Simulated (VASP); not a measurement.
# N (P2_13) in VASP: relaxation of cell and atoms with PBEsol

Aim: the relaxation of cell and atoms of N with PBEsol.

Everything below comes from runs of VASP 6.6.1. Logs are shortened: lines on timing, memory, paths and dates and some standing lists are left out, and cuts for length are marked.

### Step 1. The cell of the first run

The typed cell holds 4 atoms: a = 5.849 Å, b = 5.849 Å, c = 5.849 Å, α = 90.00°, β = 90.00°, γ = 90.00°.

### Step 2. Relaxation of cell and atoms, PBEsol, collinear spin, ferromagnetic start

Contents of INCAR:

```
SYSTEM = N
PREC = Accurate
ENCUT = 600
EDIFF = 1E-7
ISMEAR = 0
SIGMA = 0.02
LREAL = .False.
LASPH = .True.
NELM = 150
ALGO = Normal
ISIF = 3
LWAVE = .False.
LCHARG = .False.
ISPIN = 2
MAGMOM = 3.24 3.24 3.24 3.24
LORBIT = 11
GGA = PS
IBRION = 2
NSW = 100
EDIFFG = -0.005
```

Contents of KPOINTS:

```
regular mesh
0
Gamma
  4 4 4
  0 0 0
```

Contents of POSCAR:

```
N
1.0
    5.8493571874      0.0000000000      0.0000000000
    0.0000000000      5.8493571874      0.0000000000
    0.0000000000      0.0000000000      5.8493571874
N
4
Direct
    0.0000638858      0.0000638858      0.0000638858
    0.4999361142      0.9999361142      0.5000638858
    0.5000638858      0.4999361142      0.9999361142
    0.9999361142      0.5000638858      0.4999361142
```

Potentials or basis: VASP PAW PBE potentials, release 64 (N).

Started as:

```sh
cat potpaw_PBE.64/N/POTCAR > POTCAR
mpirun -np 1 vasp_std > vasp.out
```

OUTCAR:

```text
SYSTEM = N
   PREC = Accurate
   ENCUT = 600
   EDIFF = 1E-7
   ISMEAR = 0
   LREAL = .False.
   LASPH = .True.
   NELM = 150
   ISIF = 3
   ISPIN = 2
   LORBIT = 11
   GGA = PS
   IBRION = 2
   NSW = 100
   EDIFFG = -0.005

 ion  position               nearest neighbor table
   1  0.000  0.000  0.000-
   2  0.500  1.000  0.500-
   3  0.500  0.500  1.000-
   4  1.000  0.500  0.500-

  LATTYP: Found a simple cubic cell.
 ALAT       =     5.8493571874

  Lattice vectors:

 A1 = (   5.8493571874,   0.0000000000,   0.0000000000)
 A2 = (   0.0000000000,   5.8493571874,   0.0000000000)
 A3 = (   0.0000000000,   0.0000000000,   5.8493571874)

Analysis of symmetry for initial positions (statically):
=====================================================================
 Subroutine PRICEL returns:
 Original cell was already a primitive cell.

 Routine SETGRP: Setting up the symmetry group for a
 simple cubic supercell.

 Subroutine GETGRP returns: Found 12 space group operations
 (whereof  3 operations were pure point group operations)
 out of a pool of 48 trial point group operations.

The static configuration has the point symmetry C_3 .
 The point group associated with its full space group is T   .

Analysis of symmetry for dynamics (positions and initial velocities):
=====================================================================
 Subroutine PRICEL returns:
 Original cell was already a primitive cell.

 Routine SETGRP: Setting up the symmetry group for a
 simple cubic supercell.

 Subroutine GETGRP returns: Found 12 space group operations
 (whereof  3 operations were pure point group operations)
 out of a pool of 48 trial point group operations.

The dynamic configuration has the point symmetry C_3 .
 The point group associated with its full space group is T   .

Analysis of structural, dynamic, and magnetic symmetry:
=====================================================================
 Subroutine PRICEL returns:
 Original cell was already a primitive cell.

 Routine SETGRP: Setting up the symmetry group for a
 simple cubic supercell.

 Subroutine GETGRP returns: Found 12 space group operations
 (whereof  3 operations were pure point group operations)
 out of a pool of 48 trial point group operations.

The overall configuration has the point symmetry C_3 .
 The point group associated with its full space group is T   .

 Subroutine INISYM returns: Found 12 space group operations
 (whereof  3 operations are pure point group operations),
 and found     1 'primitive' translations

----------------------------------------------------------------------------------------

                                     Primitive cell

  volume of cell :     200.1356

  direct lattice vectors                    reciprocal lattice vectors
     5.849357187  0.000000000  0.000000000     0.170958956  0.000000000  0.000000000
     0.000000000  5.849357187  0.000000000     0.000000000  0.170958956  0.000000000
     0.000000000  0.000000000  5.849357187     0.000000000  0.000000000  0.170958956

  length of vectors
     5.849357187  5.849357187  5.849357187     0.170958956  0.170958956  0.170958956

  position of ions in fractional coordinates (direct lattice)
     0.000063886  0.000063886  0.000063886
     0.499936114  0.999936114  0.500063886
     0.500063886  0.499936114  0.999936114
     0.999936114  0.500063886  0.499936114

  ion indices of the primitive-cell ions
   primitive index   ion index
                 1           1
                 2           2
                 3           3
                 4           4

----------------------------------------------------------------------------------------

 KPOINTS: regular mesh

Automatic generation of k-mesh.
 Grid dimensions read from file:
 generate k-points for:    4    4    4

 Generating k-lattice:

  Cartesian coordinates                     Fractional coordinates (reciprocal lattice)
     0.042739739  0.000000000  0.000000000     0.250000000  0.000000000  0.000000000
     0.000000000  0.042739739  0.000000000     0.000000000  0.250000000  0.000000000
     0.000000000  0.000000000  0.042739739     0.000000000  0.000000000  0.250000000

  Length of vectors
     0.042739739  0.042739739  0.042739739

  Shift w.r.t. Gamma in fractional coordinates (k-lattice)
     0.000000000  0.000000000  0.000000000

 Subroutine IBZKPT returns following result:
 ===========================================

 Found     11 irreducible k-points:

 Following reciprocal coordinates:
            Coordinates               Weight
  0.000000  0.000000  0.000000      1.000000
  0.250000  0.000000  0.000000      6.000000
  0.500000  0.000000  0.000000      3.000000
  0.250000  0.250000  0.000000     12.000000
  0.500000  0.250000  0.000000      6.000000
 -0.250000  0.500000  0.000000      6.000000
  0.500000  0.500000  0.000000      3.000000
  0.250000  0.250000  0.250000      8.000000
  0.500000  0.250000  0.250000     12.000000
  0.500000  0.500000  0.250000      6.000000
  0.500000  0.500000  0.500000      1.000000
   k-points           NKPTS =     11   k-points in BZ     NKDIM =     11   number of bands    NBANDS=     20
   number of dos      NEDOS =    301   number of ions     NIONS =      4
   total plane-waves  NPLWV = 110592
   dimension x,y,z NGX =    48 NGY =   48 NGZ =   48
   dimension x,y,z NGXF=    96 NGYF=   96 NGZF=   96
   ions per type =               4
   NGX,Y,Z   is equivalent  to a cutoff of  13.64, 13.64, 13.64 a.u.
   NGXF,Y,Z  is equivalent  to a cutoff of  27.28, 27.28, 27.28 a.u.
 SYSTEM =  N
   PREC   = accura    normal or accurate (medium, high low for compatibility)
   ISTART =      0    job   : 0-new  1-cont  2-samecut
   ICHARG =      2    charge: 1-file 2-atom 10-const
   ISPIN  =      2    spin polarized calculation?
   LNONCOLLINEAR =      F non collinear calculations
   LSORBIT =      F    spin-orbit coupling
   LASPH  =      T    aspherical Exc in radial PAW
   ENCUT  =  600.0 eV  44.10 Ry    6.64 a.u.  11.68 11.68 11.68*2*pi/ulx,y,z
   NELM   =    150;   NELMIN=  2; NELMDL= -5     # of ELM steps
   EDIFF  = 0.1E-06   stopping-criterion for ELM
   LREAL  =      F    real-space projection
   EDIFFG = -.5E-02   stopping-criterion for IOM
   NSW    =    100    number of steps for IOM
   IBRION =      2    ionic relax: 0-MD 1-quasi-New 2-CG
   NFREE  =      1    steps in history (QN), initial steepest desc. (CG)
   ISIF   =      3    stress and relaxation
   ISYM   =      2    0-nonsym 1-usesym 2-fastsym
   POTIM  = 0.5000    time-step for ionic-motion
   TEBEG  =    0.0;   TEEND  =   0.0 temperature during run
   PSTRESS=    0.0 pullay stress
   NELECT =      20.0000    total number of electrons
   NUPDOWN=      -1.0000    fix difference up-down
   EMIN   =  10.00;   EMAX   =-10.00  energy-range for DOS
   EFERMI =   0.00;   METHOD = LEGACY
   ISMEAR =     0;   SIGMA  =   0.02  broadening in eV -4-tet -1-fermi 0-gaus
   EFERMI_NEDOS =   21; number of points for ismear=-14 and -15
   IALGO  =     38    algorithm
   IMIX   =      4    mixing-type and parameters
     AMIX     =   0.40;   BMIX     =  1.00
     AMIX_MAG =   1.60;   BMIX_MAG =  1.00
  volume/ion in A,a.u.               =      50.03       337.65
  Fermi-wavevector in a.u.,A,eV,Ry     =   0.759702  1.435629  7.852566  0.577147
  Thomas-Fermi vector in A             =   1.858556
   LORBIT       =     11    0 simple, 1 ext, 2 COOP (PROOUT), +10 PAW based schemes
   GGA     = PS    functional components
   LHFCALC =     F    Hartree Fock is set to
   AEXX    =    0.0000 exact exchange contribution
   IVDW    =     0    specifies the selected vdW correction
   LEPSILON=     F    determine dielectric tensor
   LRPA    =     F    only Hartree local field effects (RPA)
 conjugate gradient relaxation of ions
 spin polarized calculation
 Gauss-broadening in eV      SIGMA  =   0.02
  energy-cutoff  :      600.00
  volume of cell :      200.14
 maximum number of plane-waves:      6704
 NGX is ok and might be reduce to    48
   NGX = 23   NGY = 23   NGZ = 23

 number of electron      19.9999997 magnetization      11.9999905

 Free energy of the ion-electron system (eV)
  ---------------------------------------------------
  ext. energy  EPLUGINS =         0.00000000
  ---------------------------------------------------
  free energy    TOTEN  =       -12.76228264 eV

  energy without entropy =      -12.76228264  energy(sigma->0) =      -12.76228264

 E-fermi :  -6.2164     XC(G=0):  -4.3478

 val. band max:       -6.3674084267   @ k =   0.0000   0.0000   0.0000
 cond. band min:      -3.0283404178   @ k =   0.5000   0.5000   0.5000
 fundamental gap:      3.3390680089
 Fermi energy:        -6.2163845623

 spin component 1

 k-point     1 :       0.0000    0.0000    0.0000
  band No.  band energies     occupation
      1     -18.1485      1.00000
      2     -18.0332      1.00000
      3     -18.0332      1.00000
      4     -18.0332      1.00000
      5      -6.8547      1.00000
      6      -6.8547      1.00000
[... 12 lines left out ...]
     19       4.2958      0.00000
     20       4.2958      0.00000

 k-point     2 :       0.2500    0.0000    0.0000
  band No.  band energies     occupation
      1     -18.1316      1.00000
      2     -18.0501      1.00000
      3     -18.0330      1.00000
      4     -18.0330      1.00000
      5      -6.8095      1.00000
      6      -6.8095      1.00000
[... 12 lines left out ...]
     19       4.5412      0.00000
     20       4.5412      0.00000
[... 165 lines left out ...]
      2     -18.0611      1.00000
      3     -18.0611      1.00000
      4     -18.0611      1.00000
      5      -6.8489      1.00000
      6      -6.8489      1.00000
[... 12 lines left out ...]
     19       3.2140      0.00000
     20       3.2140      0.00000

 k-point    11 :       0.5000    0.5000    0.5000
  band No.  band energies     occupation
      1     -18.0608      1.00000
      2     -18.0608      1.00000
      3     -18.0608      1.00000
      4     -18.0608      1.00000
      5      -6.9082      1.00000
      6      -6.9082      1.00000
[... 12 lines left out ...]
     19       3.8529      0.00000
     20       3.8529      0.00000
 Fermi energy:        -6.2163845623

 spin component 2

 k-point     1 :       0.0000    0.0000    0.0000
  band No.  band energies     occupation
      1     -13.6400      1.00000
      2     -13.4316      1.00000
      3     -13.4316      1.00000
      4     -13.4316      1.00000
      5      -2.8838      0.00000
      6      -2.8838      0.00000
[... 12 lines left out ...]
     19       4.9774      0.00000
     20       4.9774      0.00000

 k-point     2 :       0.2500    0.0000    0.0000
  band No.  band energies     occupation
      1     -13.6098      1.00000
      2     -13.4624      1.00000
      3     -13.4310      1.00000
      4     -13.4310      1.00000
      5      -2.7935      0.00000
      6      -2.7931      0.00000
[... 12 lines left out ...]
     19       5.2908      0.00000
     20       5.2908      0.00000
[... 166 lines left out ...]
      3     -13.4814      1.00000
      4     -13.4814      1.00000
      5      -2.9127      0.00000
      6      -2.9127      0.00000
[... 12 lines left out ...]
     19       4.4827      0.00000
     20       4.4827      0.00000

 k-point    11 :       0.5000    0.5000    0.5000
  band No.  band energies     occupation
      1     -13.4806      1.00000
      2     -13.4806      1.00000
      3     -13.4806      1.00000
      4     -13.4806      1.00000
      5      -3.0283      0.00000
      6      -3.0283      0.00000
[... 12 lines left out ...]
     19       4.8076      0.00000
     20       4.8076      0.00000

------------------------ aborting loop because EDIFF is reached ----------------------------------------

  FORCE on cell =-STRESS in cart. coord.  units (eV):
  Direction    XX          YY          ZZ          XY          YZ          ZX
  --------------------------------------------------------------------------------------
  -------------------------------------------------------------------------------------
  Total       -0.0063758     -0.0063758     -0.0063758     -0.0000000     -0.0000000      0.0000000
  in kB       -0.0510413     -0.0510413     -0.0510413     -0.0000000     -0.0000000      0.0000000
  external PRESSURE =      -0.0510413 kB  Pullay stress =       0.0000000 kB

 VOLUME and BASIS-vectors are now :
 -----------------------------------------------------------------------------
  energy-cutoff  :      600.00
  volume of cell :      200.14
      direct lattice vectors                 reciprocal lattice vectors
     5.849357187  0.000000000  0.000000000     0.170958956  0.000000000  0.000000000
     0.000000000  5.849357187  0.000000000     0.000000000  0.170958956  0.000000000
     0.000000000  0.000000000  5.849357187     0.000000000  0.000000000  0.170958956

 POSITION                                       TOTAL-FORCE (eV/Angst)
 -----------------------------------------------------------------------------------
      0.00037      0.00037      0.00037        -0.000006     -0.000006     -0.000006
      2.92430      5.84898      2.92505         0.000006      0.000006     -0.000006
      2.92505      2.92430      5.84898        -0.000006      0.000006      0.000006
      5.84898      2.92505      2.92430         0.000006     -0.000006      0.000006
 -----------------------------------------------------------------------------------
    total drift:                                0.000000      0.000000      0.000000

  FREE ENERGIE OF THE ION-ELECTRON SYSTEM (eV)
  ---------------------------------------------------
  free  energy   TOTEN  =       -12.7622826378 eV

  energy  without entropy=      -12.7622826378  energy(sigma->0) =      -12.76228264

 reached required accuracy - stopping structural energy minimisation

 total charge

# of ion       s       p       d       tot
------------------------------------------
    1        1.357   1.904   0.000   3.261
    2        1.357   1.904   0.000   3.261
    3        1.357   1.904   0.000   3.261
    4        1.357   1.904   0.000   3.261
--------------------------------------------------
tot          5.428   7.618   0.000  13.046

 magnetization (x)

# of ion       s       p       d       tot
------------------------------------------
    1        0.036   1.904   0.000   1.940
    2        0.036   1.904   0.000   1.940
    3        0.036   1.904   0.000   1.940
    4        0.036   1.904   0.000   1.940
--------------------------------------------------
tot          0.143   7.618   0.000   7.761
```

It took 63 s on 1 thread of Intel Xeon Platinum 8559C (Emerald Rapids), shared host; peak memory 0.41 GiB.

Results:

```yaml
Free_energy: -12.7623 eV
Pressure_after_relaxing: 0.0 GPa
Band_gap_on_the_k_mesh: 3.34 eV
Net_moment: 12.00 μB per cell
Site_moments: N +1.94 μB
Valence_electrons_inside_the_program's_atomic_spheres: N 3.26
```

Final structure:
```
N
1.0
     5.84936    0.00000    0.00000
     0.00000    5.84936    0.00000
     0.00000    0.00000    5.84936
N
4
Direct
  0.00006 0.00006 0.00006
  0.49994 0.99994 0.50006
  0.50006 0.49994 0.99994
  0.99994 0.50006 0.49994
```

Caveat: the atoms stand far beyond bonding distance; the PAW data sets were made with another functional, which shifts forces and pressure a little. A k mesh can miss the band edges.
